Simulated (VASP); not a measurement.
Set up this calculation in VASP 6.6.1, as the native input.

| Quantity | Value |
| --- | --- |
| Task | single point |
| Functional | PBE |
| Potentials or basis | VASP PAW PBE potentials, release 64 (Si, C) |
| Cutoff | 520 eV |
| k mesh | 18 × 18 × 18 |
| Occupations | gaussian, width 0.05 eV |
| Spin | no spin polarisation |
| Dipole correction | no |
| Further INCAR settings | ALGO = Normal; EDIFF = 1e-06; NBANDS = 11 |

The structure of SiC (Moissanite 3C) lies in POSCAR:

```
SiC
1.0
    0.0000000000      2.0984917885      2.0984917885
    2.0984917885      0.0000000000      2.0984917885
    2.0984917885      2.0984917885      0.0000000000
Si C
1 1
Direct
    0.0000000000      0.0000000000      0.0000000000
    0.2500000000      0.2500000000      0.2500000000
```

This cell differs from its parent crystal: volume scaled by 0.880.

One way to write it, as run:

INCAR

```
SYSTEM = SiC
  ALGO = Normal
  EDIFF = 1E-6
  ENCUT = 520
  GGA = PE
  ISIF = 2
  ISMEAR = 0
  LASPH = .TRUE.
  LCHARG = .FALSE.
  LREAL = .FALSE.
  LWAVE = .FALSE.
  NBANDS = 11
  NELM = 60
  PREC = Accurate
  SIGMA = 0.05
```

KPOINTS

```
k-points
0
G
  18 18 18
  0 0 0
```

Potentials or basis: VASP PAW PBE potentials, release 64 (Si, C).

Run with:

```bash
$ cat potpaw_PBE.64/Si/POTCAR potpaw_PBE.64/C/POTCAR > POTCAR
$ mpirun -np 1 vasp_std > vasp.out
```

It gave:

```
Pressure               : 34.7 GPa
Band gap on the k mesh : 1.24 eV, indirect (least direct gap 4.64 eV)
```

Wall time 18 s on 1 thread of Intel Xeon 6975P-C, with other jobs on the host, peak memory 0.16 GiB.
